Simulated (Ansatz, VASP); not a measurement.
**One calculation of Zr3C2, two programs**

File INCAR:

```
  PREC = Accurate
  ENCUT = 520
  EDIFF = 1E-7
  ISMEAR = 0
  SIGMA = 0.1
  LREAL = F
  LASPH = T
  NELM = 150
  ALGO = Normal
  ISIF = 2
  LWAVE = F
  LCHARG = F
  ISPIN = 2
  MAGMOM = 1 1 1 0 0
  LORBIT = 11
  LMAXMIX = 4
  GGA = PE
  NBANDS = 34
```

Contents of KPOINTS:

```
regular mesh
0
Gamma
  4 4 6
```

Contents of POSCAR:

```
Zr3C2
1.0
    3.3771917173     -4.8894430437      0.0000000000
    3.3771917173      4.8894430437      0.0000000000
    0.0000000000      0.0000000000      2.9917643664
Zr C
3 2
Direct
    0.1325216000      0.8674784000      0.5000000000
    0.8674784000      0.1325216000      0.5000000000
    0.5000000000      0.5000000000      0.0000000000
    0.5000000000      0.0000000000      0.5000000000
    0.0000000000      0.5000000000      0.5000000000
```

Input for Ansatz:

```yaml
crystal:
  lattice:
    - [3.3771917173, -4.8894430437, 0.0]
    - [3.3771917173, 4.8894430437, 0.0]
    - [0.0, 0.0, 2.9917643664]
  atoms:
    - { symbol: Zr, position: [0.1325216, 0.8674784, 0.5], spin: 1.0 }
    - { symbol: Zr, position: [0.8674784, 0.1325216, 0.5], spin: 1.0 }
    - { symbol: Zr, position: [0.5, 0.5, 0.0], spin: 1.0 }
    - { symbol: C, position: [0.5, 0.0, 0.5] }
    - { symbol: C, position: [0.0, 0.5, 0.5] }
basis:
  ecutwfc: 420
kpoints:
  mp_grid: { grid: [4, 4, 6] }
hamiltonian:
  xc: pbe
scf:
  occupations: { method: gaussian, width: 0.1 }
  lower_state_search: "off"
output:
  forces: true
  stress: true
  eigenvalues: true
  populations: true
magnetization:
  spin_polarized: true
```

Alike in both runs: task single point; functional PBE; k mesh 4 × 4 × 6; occupations gaussian, width 0.1 eV; collinear spin.

```csv
,VASP,Ansatz
version,VASP 6.6.1,Ansatz 0.2.0
potentials or method,"VASP PAW PBE potentials, release 64 (Zr_sv, C), cutoff 520 eV","scalar-relativistic, plane waves, PAW"
valence electrons in the cell,44,44
```

Ansatz gave:

```
gap on the k mesh at the Fermi level (eV)                     : none
pressure (GPa)                                                : 0.0
traceless stress, the component that is largest in VASP (GPa) : 0.06
rms of the force components (eV/Å)                            : 0.003
net moment per atom (μB)                                      : 0.00
```

Estimate VASP's values.

gap on the k mesh at the Fermi level (eV): none; pressure (GPa): 0.1; traceless stress, the component that is largest in VASP (GPa): 0.12; rms of the force components (eV/Å): 0.001; net moment per atom (μB): 0.00.

Atom by atom the forces differ by 0.002 eV/Å (rms over components). A gap of «none» marks a metal or a gap that the smearing closes. The functional is the same, so the differences come from potentials, cutoffs and numerics. Ansatz's warnings: seeded moment not kept.
